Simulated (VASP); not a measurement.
AlN, 4 atoms in the cell. The structure is hexagonal, space group P6_3/mmc (No. 194). The conventional cell has a = 3.302 Å, b = 3.302 Å, c = 3.934 Å, α = 90.00°, β = 90.00°, γ = 120.00°. Al (site symmetry -6m2) has 5 N at 1.91 to 1.97 Å within 2.5 Å. Within 2.5 Å of N (site symmetry -6m2) lie 5 Al at 1.91 to 1.97 Å. 

```yaml
Program: VASP 6.6.1
Task: single point
Functional: PBEsol
Potentials_or_basis: VASP PAW PBE potentials, release 64 (Al, N)
Cutoff: 520 eV
k_mesh: 9 × 9 × 6
Occupations: gaussian, width 0.05 eV
Spin: no spin polarisation
Dipole_correction: no
Further_INCAR_settings: ALGO = Normal; EDIFF = 1e-07; NBANDS = 16
```

Potentials or basis: VASP PAW PBE potentials, release 64 (Al, N).

Launch:

```sh
$ cat potpaw_PBE.64/Al/POTCAR potpaw_PBE.64/N/POTCAR > POTCAR
$ mpirun -np 1 vasp_std > vasp.out
```

Hardware: 1 thread of Intel(R) Xeon(R) 6975P-C (Granite Rapids) (shared host).

**Question.** Estimate the wall time of this run.

**Answer.** Wall time 15 s on 1 thread of Intel(R) Xeon(R) 6975P-C (Granite Rapids), on a shared host, peak memory 0.16 GiB. Counts: scf iterations 14, k points 48.
